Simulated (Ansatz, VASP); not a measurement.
Given: the input of a run of VASP 6.6.1 on Ga.

The input POSCAR:

```
Ga
1.0
    2.7522272573      0.0000000000      0.0000000000
    0.0000000000      2.7522272573      0.0000000000
    0.0000000000      0.0000000000      2.7522272573
Ga
1
Direct
    0.0000000000      0.0000000000      0.0000000000
```

The input INCAR.step1:

```
ALGO = Normal ; EDIFF = 1E-5
ENCUT = 520 ; GGA = PE
ISIF = 2 ; ISMEAR = -1
LASPH = T ; LREAL = F
LWAVE = T ; NBANDS = 12
NELM = 100 ; PREC = Accurate
SIGMA = 0.05
```

Contents of INCAR.step2:

```
AEXX = 0.25 ; ALGO = Normal
EDIFF = 1E-6 ; ENCUT = 520
GGA = PE ; ISIF = 2
ISMEAR = -1 ; ISTART = 1
LASPH = T ; LCHARG = T
LELF = T ; LHFCALC = T
LREAL = F ; LVHAR = T
LWAVE = F ; NBANDS = 12
NELM = 100 ; PREC = Accurate
PRECFOCK = Normal ; SIGMA = 0.05
```

The input KPOINTS:

```
k-points
0
Gamma
  5 5 5
```

Potentials or basis: VASP PAW PBE potentials, release 64 (Ga_d).

Command:

```bash
$ cat potpaw_PBE.64/Ga_d/POTCAR > POTCAR
$ cp INCAR.step1 INCAR
$ mpirun -np 1 vasp_std > vasp.out
$ cp INCAR.step2 INCAR
$ mpirun -np 1 vasp_std > vasp.out
```

Q: Set up the same calculation for Ansatz 0.2.0. Potentials there: Ansatz PAW.

A: As run (the cutoff follows the program's own potentials):

The input input.yaml:

```yaml
crystal:
  lattice:
    - [2.7522272573, 0.0, 0.0]
    - [0.0, 2.7522272573, 0.0]
    - [0.0, 0.0, 2.7522272573]
  atoms:
    - { symbol: Ga, position: [0.0, 0.0, 0.0] }
hamiltonian:
  xc: pbe0
  pseudopotentials: { kind: paw }
kpoints:
  mp_grid: { grid: [5, 5, 5] }
scf:
  occupations: { method: fermi_dirac, width: 0.05 }
output:
  forces: true
  stress: true
  eigenvalues: true
```

Potentials or basis: Ansatz PAW.

Launch:

```console
$ ansatz run input.yaml --threads 2 --pin off --max-ram 5632MiB --backend cpu --events-out ev --progress --plain --runs-dir out
```

Both were run:

|  | VASP | Ansatz | Ansatz less VASP |
| --- | --- | --- | --- |
| gap on the k mesh at the Fermi level (eV) | none | none | - |
| pressure (GPa) | -3.3 | -3.4 | -0.02 |

A gap of «none» marks a metal or a gap that the smearing closes. With one functional, cell and mesh, what is left measures potentials, basis and numerics.

The k mesh is coarse, so the values compare programs but aren't converged.
